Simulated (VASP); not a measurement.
# GdOsS3 (P6/mmm) in VASP: single point with PBE

Aim: the single point of GdOsS3 with PBE.

Program: VASP 6.6.1. These are calculated values, not measurements. Logs are shortened: lines on timing, memory, paths and dates and some standing lists are left out, and cuts for length are marked.

**1. The cell of the first run**

It takes space group P6/mmm (No. 191, hexagonal). Conventional cell: a = 5.486 Å, b = 5.486 Å, c = 5.665 Å, α = 90.00°, β = 90.00°, γ = 120.00°. Gd (site symmetry 6/mmm) has 6 S at 2.74 Å and 2 Os at 2.83 Å within 3.6 Å. Os (site symmetry 6/mmm) has 2 Gd at 2.83 Å within 3.7 Å. S (site symmetry mmm) has 4 S at 2.74 Å and 2 Gd at 2.74 Å within 3.6 Å.

**2. Single point, PBE, collinear spin, ferrimagnetic start**

File INCAR:

```
PREC = Accurate ; ENCUT = 600
EDIFF = 1E-6 ; ISMEAR = 0
SIGMA = 0.1 ; LREAL = False
LASPH = True ; NELM = 200
ALGO = Normal ; ISIF = 2
LWAVE = False ; LCHARG = True
ISPIN = 2 ; MAGMOM = -7.55 2.99 0.14 0.14 0.14
LORBIT = 11 ; LMAXMIX = 6
GGA = PE ; LVHAR = True
NBANDS = 34 ; GGA_COMPAT = False
KPAR = 4
```

File KPOINTS:

```
regular mesh
0
Gamma
  12 12 8
```

File POSCAR:

```
GdOsS3
1.0
    5.4861585580      0.0000000000      0.0000000000
   -2.7430792790      4.7511526804      0.0000000000
    0.0000000000      0.0000000000      5.6646088888
Gd Os S
1 1 3
Direct
    0.0000000000      0.0000000000      0.0000000000
    0.0000000000      0.0000000000      0.5000000000
    0.5000000000      0.0000000000      0.0000000000
    0.0000000000      0.5000000000      0.0000000000
    0.5000000000      0.5000000000      0.0000000000
```

Potentials or basis: VASP PAW PBE potentials, release 64 (Gd, Os, S).

On the command line:

```console
$ cat potpaw_PBE.64/Gd/POTCAR potpaw_PBE.64/Os/POTCAR potpaw_PBE.64/S/POTCAR > POTCAR
$ mpirun -np 4 vasp_std > vasp.out
```

OUTCAR:

```text
PREC = Accurate
   ENCUT = 600
   EDIFF = 1E-6
   ISMEAR = 0
   LREAL = False
   LASPH = True
   NELM = 200
   ISIF = 2
   ISPIN = 2
   LORBIT = 11
   GGA = PE

 ion  position               nearest neighbor table
   1  0.000  0.000  0.000-   4 2.74   5 2.74   4 2.74   5 2.74   3 2.74   3 2.74   2 2.83   2 2.83

   2  0.000  0.000  0.500-   1 2.83   1 2.83
   3  0.500  0.000  0.000-   4 2.74   5 2.74   5 2.74   4 2.74   1 2.74   1 2.74
   4  0.000  0.500  0.000-   1 2.74   3 2.74   1 2.74   3 2.74   5 2.74   5 2.74
   5  0.500  0.500  0.000-   1 2.74   3 2.74   3 2.74   1 2.74   4 2.74   4 2.74

  LATTYP: Found a hexagonal cell.
 ALAT       =     5.4861585580
 C/A-ratio  =     1.0325273739

  Lattice vectors:

 A1 = (   5.4861585580,   0.0000000000,   0.0000000000)
 A2 = (  -2.7430792790,   4.7511526804,   0.0000000000)
 A3 = (   0.0000000000,   0.0000000000,   5.6646088888)

Analysis of symmetry for initial positions (statically):
=====================================================================
 Subroutine PRICEL returns:
 Original cell was already a primitive cell.

 Routine SETGRP: Setting up the symmetry group for a
 hexagonal supercell.

 Subroutine GETGRP returns: Found 24 space group operations
 (whereof 24 operations were pure point group operations)
 out of a pool of 24 trial point group operations.

The static configuration has the point symmetry D_6h.

Analysis of symmetry for dynamics (positions and initial velocities):
=====================================================================
 Subroutine PRICEL returns:
 Original cell was already a primitive cell.

 Routine SETGRP: Setting up the symmetry group for a
 hexagonal supercell.

 Subroutine GETGRP returns: Found 24 space group operations
 (whereof 24 operations were pure point group operations)
 out of a pool of 24 trial point group operations.

The dynamic configuration has the point symmetry D_6h.

Analysis of structural, dynamic, and magnetic symmetry:
=====================================================================
 Subroutine PRICEL returns:
 Original cell was already a primitive cell.

 Routine SETGRP: Setting up the symmetry group for a
 hexagonal supercell.

 Subroutine GETGRP returns: Found 24 space group operations
 (whereof 24 operations were pure point group operations)
 out of a pool of 24 trial point group operations.

The overall configuration has the point symmetry D_6h.

 Subroutine INISYM returns: Found 24 space group operations
 (whereof 24 operations are pure point group operations),
 and found     1 'primitive' translations

----------------------------------------------------------------------------------------

                                     Primitive cell

  volume of cell :     147.6513

  direct lattice vectors                    reciprocal lattice vectors
     5.486158558  0.000000000  0.000000000     0.182276905  0.105237620  0.000000000
    -2.743079279  4.751152680  0.000000000     0.000000000  0.210475240  0.000000000
     0.000000000  0.000000000  5.664608889     0.000000000  0.000000000  0.176534695

  length of vectors
     5.486158558  5.486158558  5.664608889     0.210475240  0.210475240  0.176534695

  position of ions in fractional coordinates (direct lattice)
     0.000000000  0.000000000  0.000000000
     0.000000000  0.000000000  0.500000000
     0.500000000  0.000000000  0.000000000
     0.000000000  0.500000000  0.000000000
     0.500000000  0.500000000  0.000000000

  ion indices of the primitive-cell ions
   primitive index   ion index
                 1           1
                 2           2
                 3           3
                 4           4
                 5           5

----------------------------------------------------------------------------------------

 KPOINTS: regular mesh

Automatic generation of k-mesh.
 Grid dimensions read from file:
 generate k-points for:   12   12    8
[... 23 lines left out ...]
  0.166667 -0.000000  0.000000      6.000000
  0.250000 -0.000000  0.000000      6.000000
  0.333333 -0.000000  0.000000      6.000000
  0.416667 -0.000000  0.000000      6.000000
[... 16 lines left out ...]
  0.250000 -0.000000  0.125000     12.000000
  0.333333 -0.000000  0.125000     12.000000
 [... further k-points ...]
   k-points           NKPTS =     95   k-points in BZ     NKDIM =     95   number of bands    NBANDS=     34
   number of dos      NEDOS =    301   number of ions     NIONS =      5
   total plane-waves  NPLWV = 110592
   dimension x,y,z NGX =    48 NGY =   48 NGZ =   48
   dimension x,y,z NGXF=    96 NGYF=   96 NGZF=   96
   ions per type =               1   1   3
   NGX,Y,Z   is equivalent  to a cutoff of  14.55, 14.55, 14.09 a.u.
   NGXF,Y,Z  is equivalent  to a cutoff of  29.09, 29.09, 28.17 a.u.
 SYSTEM =  unknown system
   PREC   = accura    normal or accurate (medium, high low for compatibility)
   ISTART =      0    job   : 0-new  1-cont  2-samecut
   ICHARG =      2    charge: 1-file 2-atom 10-const
   ISPIN  =      2    spin polarized calculation?
   LNONCOLLINEAR =      F non collinear calculations
   LSORBIT =      F    spin-orbit coupling
   LASPH  =      T    aspherical Exc in radial PAW
   ENCUT  =  600.0 eV  44.10 Ry    6.64 a.u.  10.96 10.96 11.31*2*pi/ulx,y,z
   NELM   =    200;   NELMIN=  2; NELMDL= -5     # of ELM steps
   EDIFF  = 0.1E-05   stopping-criterion for ELM
   LREAL  =      F    real-space projection
   EDIFFG = 0.1E-04   stopping-criterion for IOM
   NSW    =      0    number of steps for IOM
   IBRION =     -1    ionic relax: 0-MD 1-quasi-New 2-CG
   NFREE  =      0    steps in history (QN), initial steepest desc. (CG)
   ISIF   =      2    stress and relaxation
   ISYM   =      2    0-nonsym 1-usesym 2-fastsym
   POTIM  = 0.5000    time-step for ionic-motion
   TEBEG  =    0.0;   TEEND  =   0.0 temperature during run
   PSTRESS=    0.0 pullay stress
   NELECT =      44.0000    total number of electrons
   NUPDOWN=      -1.0000    fix difference up-down
   EMIN   =  10.00;   EMAX   =-10.00  energy-range for DOS
   EFERMI =   0.00;   METHOD = LEGACY
   ISMEAR =     0;   SIGMA  =   0.10  broadening in eV -4-tet -1-fermi 0-gaus
   EFERMI_NEDOS =   21; number of points for ismear=-14 and -15
   IALGO  =     38    algorithm
   IMIX   =      4    mixing-type and parameters
     AMIX     =   0.40;   BMIX     =  1.00
     AMIX_MAG =   1.60;   BMIX_MAG =  1.00
  volume/ion in A,a.u.               =      29.53       199.28
  Fermi-wavevector in a.u.,A,eV,Ry     =   1.093486  2.066389 16.268650  1.195712
  Thomas-Fermi vector in A             =   2.229772
   LORBIT       =     11    0 simple, 1 ext, 2 COOP (PROOUT), +10 PAW based schemes
   GGA     = PE    functional components
   LHFCALC =     F    Hartree Fock is set to
   AEXX    =    0.0000 exact exchange contribution
   IVDW    =     0    specifies the selected vdW correction
   LEPSILON=     F    determine dielectric tensor
   LRPA    =     F    only Hartree local field effects (RPA)
 spin polarized calculation
 Gauss-broadening in eV      SIGMA  =   0.10
  energy-cutoff  :      600.00
  volume of cell :      147.65
 maximum number of plane-waves:      4954
 NGX is ok and might be reduce to    48
   NGX = 21   NGY = 21   NGZ = 23

 number of electron      43.9999999 magnetization      -3.0935086

 Free energy of the ion-electron system (eV)
  ---------------------------------------------------
  ext. energy  EPLUGINS =         0.00000000
  ---------------------------------------------------
  free energy    TOTEN  =       -31.00830305 eV

  energy without entropy =      -30.98104401  energy(sigma->0) =      -30.99467353

 E-fermi :   1.6091     XC(G=0):  -8.4546

 val. band max:        1.6084696489   @ k =   0.2500  -0.0000   0.1250
 cond. band min:       1.6104316068   @ k =   0.2500  -0.0000   0.2500
 fundamental gap:      0.0019619579
 Fermi energy:         1.6090875896

 spin component 1

 k-point     1 :       0.0000    0.0000    0.0000
  band No.  band energies     occupation
      1     -39.1568      1.00000
      2     -17.6681      1.00000
      3     -17.6681      1.00000
      4     -17.6082      1.00000
      5     -12.3606      1.00000
      6      -9.4846      1.00000
[... 877 lines left out ...]
     33       6.6122      0.00000
     34       7.1228      0.00000

 [... further k-points ...]

 spin component 2

 k-point     1 :       0.0000    0.0000    0.0000
  band No.  band energies     occupation
      1     -42.2597      1.00000
      2     -19.7951      1.00000
      3     -19.7755      1.00000
      4     -19.7755      1.00000
      5     -12.2622      1.00000
      6      -9.3386      1.00000
[... 877 lines left out ...]
     33       6.2547      0.00000
     34       7.2267      0.00000

 [... further k-points ...]

------------------------ aborting loop because EDIFF is reached ----------------------------------------

  FORCE on cell =-STRESS in cart. coord.  units (eV):
  Direction    XX          YY          ZZ          XY          YZ          ZX
  --------------------------------------------------------------------------------------
  -------------------------------------------------------------------------------------
  Total        0.0170090      0.0170090      0.0174833      0.0000000      0.0000000      0.0000000
  in kB        0.1845662      0.1845662      0.1897126      0.0000000      0.0000000      0.0000000
  external PRESSURE =       0.1862816 kB  Pullay stress =       0.0000000 kB

 VOLUME and BASIS-vectors are now :
 -----------------------------------------------------------------------------
  energy-cutoff  :      600.00
  volume of cell :      147.65
      direct lattice vectors                 reciprocal lattice vectors
     5.486158558  0.000000000  0.000000000     0.182276905  0.105237620  0.000000000
    -2.743079279  4.751152680  0.000000000     0.000000000  0.210475240  0.000000000
     0.000000000  0.000000000  5.664608889     0.000000000  0.000000000  0.176534695

 POSITION                                       TOTAL-FORCE (eV/Angst)
 -----------------------------------------------------------------------------------
      0.00000      0.00000      0.00000         0.000000      0.000000      0.000000
      0.00000      0.00000      2.83230        -0.000000      0.000000      0.000000
      2.74308      0.00000      0.00000         0.000000      0.000000      0.000000
     -1.37154      2.37558      0.00000        -0.000000      0.000000      0.000000
      1.37154      2.37558      0.00000         0.000000      0.000000      0.000000
 -----------------------------------------------------------------------------------
    total drift:                                0.000000      0.000000      0.000000

  FREE ENERGIE OF THE ION-ELECTRON SYSTEM (eV)
  ---------------------------------------------------
  free  energy   TOTEN  =       -31.0083030503 eV

  energy  without entropy=      -30.9810440056  energy(sigma->0) =      -30.99467353

 total charge

# of ion       s       p       d       f       tot
--------------------------------------------------
    1        2.035   5.615   0.596   7.041  15.286
    2        0.701   0.054   5.767   0.000   6.522
    3        1.391   2.207   0.000   0.000   3.598
    4        1.391   2.207   0.000   0.000   3.598
    5        1.391   2.207   0.000   0.000   3.598
--------------------------------------------------
tot          6.908  12.290   6.363   7.041  32.601

 magnetization (x)

# of ion       s       p       d       f       tot
--------------------------------------------------
    1        0.001   0.083  -0.099  -6.738  -6.753
    2        0.256  -0.004   2.763   0.000   3.016
    3        0.003   0.104   0.000   0.000   0.107
    4        0.003   0.104   0.000   0.000   0.107
    5        0.003   0.104   0.000   0.000   0.107
--------------------------------------------------
tot          0.266   0.392   2.665  -6.738  -3.416
```

Run time: 8.1 min. Hardware: 4 MPI ranks of Intel Xeon 6975P-C (Granite Rapids), shared host; peak memory 1.1 GiB.

Results:

```yaml
Free_energy: -31.0083 eV
Pressure: 0.0 GPa
Net_moment: -3.09 μB per cell
Site_moments: Gd -6.75; Os +3.02; S +0.11 μB
Valence_electrons_inside_the_program's_atomic_spheres: Gd 15.29; Os 6.52; S 3.60
```

Levels at points of the mesh, in eV from the Fermi level:
Spin up:
```
           k point  band 18  band 19  band 20  band 21  band 22  band 23
(0.00, 0.00, 0.00)    -0.72    -0.72     0.17     1.80     1.80     1.84
(0.50, 0.00, 0.00)    -1.64    -1.57    -1.10    -0.44     1.63     1.78
(0.00, 0.00, 0.50)    -0.59    -0.53     0.17     1.85     1.95     1.95
(0.50, 0.00, 0.50)    -1.47    -1.35    -1.19    -0.54     1.88     1.89
```
Spin down:
| k point | band 19 | band 20 | band 21 | band 22 | band 23 | band 24 | band 25 | band 26 | band 27 | band 28 |
| --- | --- | --- | --- | --- | --- | --- | --- | --- | --- | --- |
| (0.00, 0.00, 0.00) | -2.53 | -0.94 | -0.94 | -0.39 | -0.39 | 0.07 | 0.43 | 0.43 | 1.31 | 2.92 |
| (0.50, 0.00, 0.00) | -2.04 | -1.55 | -1.55 | -1.37 | -1.37 | 0.03 | 0.24 | 0.33 | 0.59 | 0.76 |
| (0.00, 0.00, 0.50) | -0.69 | -0.69 | 0.02 | 0.02 | 0.33 | 0.77 | 0.77 | 0.87 | 1.31 | 1.52 |
| (0.50, 0.00, 0.50) | -2.07 | -1.48 | -1.37 | -1.03 | -0.15 | 0.08 | 0.11 | 0.53 | 0.59 | 0.93 |

Caveat: spin-orbit coupling is left out, which moves the levels of the heavy elements; a cell with one magnetic atom can't hold antiferromagnetic order, which such compounds often take; semilocal functionals describe open f shells poorly, which spoils levels, moments and volumes.
